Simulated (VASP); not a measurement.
# PtSe2 (P-3m1) in VASP: notebook

The runs below take PtSe2 through single point, with PBEsol.

All numbers are computed with VASP 6.6.1; they aren't measurements. Logs are shortened: lines on timing, memory, paths and dates and some standing lists are left out, and cuts for length are marked.

## (1) The cell of the first run

It takes space group P-3m1 (No. 164, trigonal). The conventional cell has a = 3.873 Å, b = 3.873 Å, c = 5.467 Å, α = 90.00°, β = 90.00°, γ = 120.00°. Pt (site symmetry -3m) has 6 Se at 2.62 Å within 3.5 Å. Se (site symmetry 3m) has 3 Pt at 2.62 Å and 6 Se at 3.53 Å within 3.6 Å.

## (2) Single point, PBEsol (strain +0.040 along x and y, +0.080 along z)

INCAR

```
SYSTEM = PtSe2
PREC = Accurate ; ENCUT = 520
EDIFF = 1E-6 ; ISMEAR = 0
SIGMA = 0.15 ; LREAL = .FALSE.
LASPH = .TRUE. ; NELM = 100
ALGO = Normal ; ISIF = 2
LWAVE = .FALSE. ; LCHARG = .FALSE.
GGA = PS ; NBANDS = 18
```

KPOINTS

```
Automatic mesh
0
G
  12 12 10
  0 0 0
```

POSCAR

```
PtSe2
1.0
    3.8729606288      0.0000000000      0.0000000000
   -1.9364803144      3.3540822924      0.0000000000
    0.0000000000      0.0000000000      5.4669600000
Pt Se
1 2
Direct
    0.0000000000      0.0000000000      0.0000000000
    0.3333333333      0.6666666667      0.2500000000
    0.6666666667      0.3333333333      0.7500000000
```

Potentials or basis: VASP PAW PBE potentials, release 64 (Pt, Se).

The run is started by

```
> cat potpaw_PBE.64/Pt/POTCAR potpaw_PBE.64/Se/POTCAR > POTCAR
> mpirun -np 1 vasp_std > vasp.out
```

OUTCAR:

```text
SYSTEM = PtSe2
   PREC = Accurate
   ENCUT = 520
   EDIFF = 1E-6
   ISMEAR = 0
   LREAL = .FALSE.
   LASPH = .TRUE.
   NELM = 100
   ISIF = 2
   GGA = PS

 ion  position               nearest neighbor table
   1  0.000  0.000  0.000-   2 2.62   3 2.62   3 2.62   2 2.62   3 2.62   2 2.62
   2  0.333  0.667  0.250-   1 2.62   1 2.62   1 2.62
   3  0.667  0.333  0.750-   1 2.62   1 2.62   1 2.62

  LATTYP: Found a hexagonal cell.
 ALAT       =     3.8729606288
 C/A-ratio  =     1.4115712820

  Lattice vectors:

 A1 = (   3.8729606288,   0.0000000000,   0.0000000000)
 A2 = (  -1.9364803144,   3.3540822924,   0.0000000000)
 A3 = (   0.0000000000,   0.0000000000,   5.4669600000)

Analysis of symmetry for initial positions (statically):
=====================================================================
 Subroutine PRICEL returns:
 Original cell was already a primitive cell.

 Routine SETGRP: Setting up the symmetry group for a
 hexagonal supercell.

 Subroutine GETGRP returns: Found 12 space group operations
 (whereof 12 operations were pure point group operations)
 out of a pool of 24 trial point group operations.

The static configuration has the point symmetry D_3d.

Analysis of symmetry for dynamics (positions and initial velocities):
=====================================================================
 Subroutine PRICEL returns:
 Original cell was already a primitive cell.

 Routine SETGRP: Setting up the symmetry group for a
 hexagonal supercell.

 Subroutine GETGRP returns: Found 12 space group operations
 (whereof 12 operations were pure point group operations)
 out of a pool of 24 trial point group operations.

The dynamic configuration has the point symmetry D_3d.

 Subroutine INISYM returns: Found 12 space group operations
 (whereof 12 operations are pure point group operations),
 and found     1 'primitive' translations

----------------------------------------------------------------------------------------

                                     Primitive cell

  volume of cell :      71.0171

  direct lattice vectors                    reciprocal lattice vectors
     3.872960629  0.000000000  0.000000000     0.258200404  0.149072073  0.000000000
    -1.936480314  3.354082292  0.000000000     0.000000000  0.298144146  0.000000000
     0.000000000  0.000000000  5.466960000     0.000000000  0.000000000  0.182917014

  length of vectors
     3.872960629  3.872960629  5.466960000     0.298144146  0.298144146  0.182917014

  position of ions in fractional coordinates (direct lattice)
[... 78 lines left out ...]
   LASPH  =      T    aspherical Exc in radial PAW
   ENCUT  =  520.0 eV  38.22 Ry    6.18 a.u.   7.20  7.20 10.16*2*pi/ulx,y,z
   NELM   =    100;   NELMIN=  2; NELMDL= -5     # of ELM steps
   EDIFF  = 0.1E-05   stopping-criterion for ELM
   LREAL  =      F    real-space projection
   EDIFFG = 0.1E-04   stopping-criterion for IOM
   NSW    =      0    number of steps for IOM
   IBRION =     -1    ionic relax: 0-MD 1-quasi-New 2-CG
   NFREE  =      0    steps in history (QN), initial steepest desc. (CG)
   ISIF   =      2    stress and relaxation
   ISYM   =      2    0-nonsym 1-usesym 2-fastsym
   POTIM  = 0.5000    time-step for ionic-motion
   TEBEG  =    0.0;   TEEND  =   0.0 temperature during run
   PSTRESS=    0.0 pullay stress
   NELECT =      22.0000    total number of electrons
   NUPDOWN=      -1.0000    fix difference up-down
   EMIN   =  10.00;   EMAX   =-10.00  energy-range for DOS
   EFERMI =   0.00;   METHOD = LEGACY
   ISMEAR =     0;   SIGMA  =   0.15  broadening in eV -4-tet -1-fermi 0-gaus
   EFERMI_NEDOS =   21; number of points for ismear=-14 and -15
   IALGO  =     38    algorithm
   IMIX   =      4    mixing-type and parameters
     AMIX     =   0.40;   BMIX     =  1.00
     AMIX_MAG =   1.60;   BMIX_MAG =  1.00
  volume/ion in A,a.u.               =      23.67       159.75
  Fermi-wavevector in a.u.,A,eV,Ry     =   1.107715  2.093278 16.694800  1.227033
  Thomas-Fermi vector in A             =   2.244233
   LORBIT       =      0    0 simple, 1 ext, 2 COOP (PROOUT), +10 PAW based schemes
   GGA     = PS    functional components
   LHFCALC =     F    Hartree Fock is set to
   AEXX    =    0.0000 exact exchange contribution
   IVDW    =     0    specifies the selected vdW correction
   LEPSILON=     F    determine dielectric tensor
   LRPA    =     F    only Hartree local field effects (RPA)
 non-spin polarized calculation
 Gauss-broadening in eV      SIGMA  =   0.15
  energy-cutoff  :      520.00
  volume of cell :       71.02
 maximum number of plane-waves:      1938
 NGX is ok and might be reduce to    30
   NGX = 15   NGY = 15   NGZ = 21

 number of electron      21.9999998 magnetization

 Free energy of the ion-electron system (eV)
  ---------------------------------------------------
  ext. energy  EPLUGINS =         0.00000000
  ---------------------------------------------------
  free energy    TOTEN  =       -15.51583853 eV

  energy without entropy =      -15.50949970  energy(sigma->0) =      -15.51266911

 E-fermi :   4.3573     XC(G=0): -10.0536

 val. band max:        4.3183923081   @ k =   0.0000   0.2500   0.3000
 cond. band min:       4.3756127896   @ k =   0.0000   0.1667   0.2000
 fundamental gap:      0.0572204815
 Fermi energy:         4.3573105477

 k-point     1 :       0.0000    0.0000    0.0000
  band No.  band energies     occupation
      1     -10.0320      2.00000
      2      -8.1245      2.00000
      3      -1.6266      2.00000
      4      -0.8456      2.00000
      5      -0.8456      2.00000
      6       1.1961      2.00000
[... 481 lines left out ...]
      5      -0.6418      2.00000
      6       0.6627      2.00000
[... 10 lines left out ...]
     17      12.7685      0.00000
     18      12.9445      0.00000

 [... further k-points ...]
[... 5 lines left out ...]
  --------------------------------------------------------------------------------------
  -------------------------------------------------------------------------------------
  Total       -5.5505109     -5.5505109     -4.7567702      0.0000000      0.0000000      0.0000000
  in kB     -125.2220625   -125.2220625   -107.3149099      0.0000000      0.0000000      0.0000000
  external PRESSURE =    -119.2530116 kB  Pullay stress =       0.0000000 kB

 VOLUME and BASIS-vectors are now :
 -----------------------------------------------------------------------------
  energy-cutoff  :      520.00
  volume of cell :       71.02
      direct lattice vectors                 reciprocal lattice vectors
     3.872960629  0.000000000  0.000000000     0.258200404  0.149072073  0.000000000
    -1.936480314  3.354082292  0.000000000     0.000000000  0.298144146  0.000000000
     0.000000000  0.000000000  5.466960000     0.000000000  0.000000000  0.182917014

 POSITION                                       TOTAL-FORCE (eV/Angst)
 -----------------------------------------------------------------------------------
      0.00000      0.00000      0.00000        -0.000000      0.000000      0.000000
     -0.00000      2.23605      1.36674         0.000000     -0.000000     -1.328724
      1.93648      1.11803      4.10022        -0.000000      0.000000      1.328724
 -----------------------------------------------------------------------------------
    total drift:                                0.000000      0.000000     -0.000000

  FREE ENERGIE OF THE ION-ELECTRON SYSTEM (eV)
  ---------------------------------------------------
  free  energy   TOTEN  =       -15.5158385288 eV

  energy  without entropy=      -15.5094996956  energy(sigma->0) =      -15.51266911
```

OSZICAR:

```text
N       E                     dE             d eps       ncg     rms          rms(c)
DAV:   1     0.105676189554E+03    0.10568E+03   -0.97637E+03  5896   0.106E+03
DAV:   2    -0.110600978456E+02   -0.11674E+03   -0.11278E+03  7242   0.201E+02
DAV:   3    -0.163424560870E+02   -0.52824E+01   -0.52364E+01  7146   0.431E+01
DAV:   4    -0.163861224788E+02   -0.43666E-01   -0.43644E-01  7244   0.427E+00
DAV:   5    -0.163866262075E+02   -0.50373E-03   -0.50371E-03  7120   0.442E-01    0.100E+01
DAV:   6    -0.158961051710E+02    0.49052E+00   -0.49573E+00  6002   0.197E+01    0.675E+00
DAV:   7    -0.155382998807E+02    0.35781E+00   -0.99841E-01  5938   0.980E+00    0.291E+00
DAV:   8    -0.155198317075E+02    0.18468E-01   -0.87829E-02  6320   0.170E+00    0.808E-01
DAV:   9    -0.155159003671E+02    0.39313E-02   -0.95735E-03  6608   0.917E-01    0.248E-01
DAV:  10    -0.155158478400E+02    0.52527E-04   -0.17498E-03  6414   0.235E-01    0.393E-02
DAV:  11    -0.155158362451E+02    0.11595E-04   -0.71029E-05  7200   0.725E-02    0.201E-02
DAV:  12    -0.155158381054E+02   -0.18602E-05   -0.44702E-06  6486   0.136E-02    0.939E-03
DAV:  13    -0.155158385288E+02   -0.42344E-06   -0.19689E-06  6024   0.794E-03
   1 F= -.15515839E+02 E0= -.15512669E+02  d E =-.633883E-02
```

stdout:

```text
POSCAR found type information on POSCAR PtSe
 POSCAR found :  2 types and       3 ions
 scaLAPACK will be used
 -----------------------------------------------------------------------------
|                                                                             |
|                                                                             |
|     You enforced a specific xc type in the INCAR file but a different       |
|     I HOPE YOU KNOW WHAT YOU ARE DOING!                                     |
|                                                                             |
 -----------------------------------------------------------------------------

 LDA part: xc-table for (Slater+PW92), standard interpolation
 POSCAR, INCAR and KPOINTS ok, starting setup
 FFT: planning ... GRIDC
 FFT: planning ... GRID_SOFT
 FFT: planning ... GRID
 WAVECAR not read
 entering main loop
```

It took 86 s on 1 thread of Intel Xeon 6975P-C (Granite Rapids), shared host; peak memory 0.34 GiB.

Results:

```yaml
Free_energy: -15.5158 eV
Pressure: -11.9 GPa
Largest_force: 1.329 eV/Å
Band_gap_on_the_k_mesh: zero (bands 11 and 12 overlap by 0.33 eV)
```

Forces on the atoms (eV/Å):
```
Pt   0.000  0.000  0.000
Se   0.000  0.000 -1.329
Se   0.000  0.000  1.329
```

Stress tensor (GPa, compression positive):
```
-12.52   0.00   0.00
  0.00 -12.52   0.00
  0.00   0.00 -10.73
```

Levels at points of the mesh, in eV from the Fermi level:
| k point | band 8 | band 9 | band 10 | band 11 | band 12 | band 13 | band 14 | band 15 |
| --- | --- | --- | --- | --- | --- | --- | --- | --- |
| (0.00, 0.00, 0.00) | -2.18 | -0.76 | -0.76 | 0.29 | 1.34 | 1.34 | 3.26 | 4.03 |
| (0.50, 0.00, 0.00) | -2.76 | -2.72 | -2.70 | -2.48 | 0.66 | 1.89 | 4.33 | 5.66 |
| (0.00, 0.00, 0.50) | -2.43 | -1.71 | -1.08 | -1.08 | 1.89 | 1.89 | 4.78 | 5.36 |
| (0.50, 0.00, 0.50) | -2.73 | -2.54 | -2.18 | -1.23 | 0.97 | 1.23 | 3.92 | 4.95 |

Caveat: the cell differs from its parent crystal (strain +0.040 along x and y, +0.080 along z); the cell stands under tension; the PAW data sets were made with another functional, which shifts forces and pressure a little; spin-orbit coupling is left out, which moves the levels of the heavy elements.

## (3) Single point, PBEsol (strain +0.080 along x and y, +0.040 along z)

INCAR

```
ALGO = Normal
EDIFF = 1E-7
ENCUT = 520
GGA = PS
ISIF = 2
ISMEAR = 0
LASPH = T
LCHARG = F
LREAL = F
LWAVE = F
NBANDS = 18
NELM = 80
PREC = Accurate
SIGMA = 0.15
```

KPOINTS

```
k-points
0
Gamma
  12 12 10
```

POSCAR

```
PtSe2
1.0
    4.0219206530      0.0000000000      0.0000000000
   -2.0109603265      3.4830854575      0.0000000000
    0.0000000000      0.0000000000      5.2644800000
Pt Se
1 2
Direct
    0.0000000000      0.0000000000      0.0000000000
    0.3333333333      0.6666666667      0.2500000000
    0.6666666667      0.3333333333      0.7500000000
```

Potentials or basis: VASP PAW PBE potentials, release 64 (Pt, Se).

The run is started by

```
> cat potpaw_PBE.64/Pt/POTCAR potpaw_PBE.64/Se/POTCAR > POTCAR
> mpirun -np 1 vasp_std > vasp.out
```

Run time: 90 s. Hardware: 1 thread of Intel Xeon 6975P-C (Granite Rapids), shared host; peak memory 0.34 GiB.

Results (log left out):

```
Free energy            : -15.1889 eV
Pressure               : -15.1 GPa
Largest force          : 1.312 eV/Å
Band gap on the k mesh : zero (bands 11 and 12 overlap by 0.48 eV)
```

Forces on the atoms (eV/Å):
```
Pt   0.000  0.000  0.000
Se   0.000  0.000 -1.312
Se   0.000  0.000  1.312
```

Stress tensor (GPa, compression positive):
```
-17.23   0.00   0.00
  0.00 -17.23   0.00
  0.00   0.00 -10.73
```

Levels at points of the mesh, in eV from the Fermi level:
```csv
k point,band 7,band 8,band 9,band 10,band 11,band 12,band 13,band 14,band 15,band 16
"(0.00, 0.00, 0.00)",-2.90,-1.89,-0.83,-0.83,0.46,1.14,1.14,2.88,3.90,7.18
"(0.50, 0.00, 0.00)",-2.81,-2.69,-2.60,-2.57,-2.38,0.55,1.85,4.19,5.83,7.08
"(0.00, 0.00, 0.50)",-2.92,-2.18,-1.59,-1.21,-1.21,1.76,1.76,4.79,4.93,6.61
"(0.50, 0.00, 0.50)",-2.61,-2.58,-2.43,-2.20,-0.93,0.85,0.97,4.04,5.10,7.67
```

Caveat: the cell differs from its parent crystal (strain +0.080 along x and y, +0.040 along z); the cell stands under tension; the PAW data sets were made with another functional, which shifts forces and pressure a little; spin-orbit coupling is left out, which moves the levels of the heavy elements.

## (4) Single point, PBEsol (strain +0.080 along x and y, +0.080 along z)

INCAR

```
PREC     = Accurate       # precision mode
ENCUT    = 520            # plane-wave cutoff, eV
EDIFF    = 1E-6           # SCF threshold, eV
ISMEAR   = 0              # smearing method
SIGMA    = 0.15           # smearing width, eV
LREAL    = F              # projectors in reciprocal space
LASPH    = T              # aspherical terms in the spheres
NELM     = 60             # most SCF steps
ALGO     = Normal         # electronic algorithm
ISIF     = 2              # what is computed and relaxed
LWAVE    = F              # write WAVECAR
LCHARG   = F              # write CHGCAR
GGA      = PS             # functional
NBANDS   = 18             # bands
```

KPOINTS

```
regular mesh
0
Gamma
  12 12 10
```

POSCAR, as its differences from that of step 3:

```diff
@@ -4,3 +4,3 @@
    -2.0109603265      3.4830854575      0.0000000000
-    0.0000000000      0.0000000000      5.2644800000
+    0.0000000000      0.0000000000      5.4669600000
 Pt Se
```

The run is started by

```
> cat potpaw_PBE.64/Pt/POTCAR potpaw_PBE.64/Se/POTCAR > POTCAR
> mpirun -np 1 vasp_std > vasp.out
```

Wall time 84 s (1 thread of Intel Xeon 6975P-C (Granite Rapids), shared host); peak memory 0.35 GiB.

Results (log left out):

| Quantity | Value |
| --- | --- |
| Free energy | -14.9821 eV |
| Pressure | -16.0 GPa |
| Largest force | 1.658 eV/Å |
| Band gap on the k mesh | zero (bands 11 and 12 overlap by 0.36 eV) |

Forces in eV/Å, atoms in the order of the input:
```
Pt   0.000  0.000  0.000
Se   0.000  0.000 -1.658
Se   0.000  0.000  1.658
```

Stress tensor (GPa, compression positive):
```
-17.73   0.00   0.00
  0.00 -17.73   0.00
  0.00   0.00 -12.62
```

Levels at points of the mesh, in eV from the Fermi level:
| k point | band 7 | band 8 | band 9 | band 10 | band 11 | band 12 | band 13 | band 14 | band 15 | band 16 |
| --- | --- | --- | --- | --- | --- | --- | --- | --- | --- | --- |
| (0.00, 0.00, 0.00) | -2.77 | -1.89 | -0.74 | -0.74 | 0.36 | 1.16 | 1.16 | 2.80 | 4.07 | 7.29 |
| (0.50, 0.00, 0.00) | -2.60 | -2.54 | -2.46 | -2.45 | -2.27 | 0.58 | 1.72 | 4.10 | 5.73 | 7.00 |
| (0.00, 0.00, 0.50) | -2.79 | -2.11 | -1.60 | -1.06 | -1.06 | 1.68 | 1.68 | 4.76 | 4.79 | 6.81 |
| (0.50, 0.00, 0.50) | -2.52 | -2.46 | -2.30 | -2.01 | -0.99 | 0.87 | 0.98 | 3.82 | 5.11 | 7.38 |

Caveat: the cell differs from its parent crystal (strain +0.080 along x and y, +0.080 along z); the cell stands under tension; the PAW data sets were made with another functional, which shifts forces and pressure a little; spin-orbit coupling is left out, which moves the levels of the heavy elements.

## (5) Overview

```tsv
cell	gap on the mesh (eV)	pressure (GPa)	largest force (eV/Å)
a = 3.873, b = 3.873, c = 5.467 Å, angles 90.0, 90.0, 120.0°, 3 atoms	none	-11.9	1.33
a = 4.022, b = 4.022, c = 5.264 Å, angles 90.0, 90.0, 120.0°, 3 atoms	none	-15.1	1.31
a = 4.022, b = 4.022, c = 5.467 Å, angles 90.0, 90.0, 120.0°, 3 atoms	none	-16.0	1.66
```

Alike in all rows: task single point; level PBEsol; potentials or basis VASP PAW PBE potentials, release 64 (Pt, Se); no spin polarisation; k mesh 12 × 12 × 10; cutoff (eV) 520; smearing gaussian 0.15 eV.

Caveats: the cell stands under tension; the PAW data sets were made with another functional, which shifts forces and pressure a little; spin-orbit coupling is left out, which moves the levels of the heavy elements.

Total energies depend on the potentials used, so only differences within one code and one set of settings carry meaning.
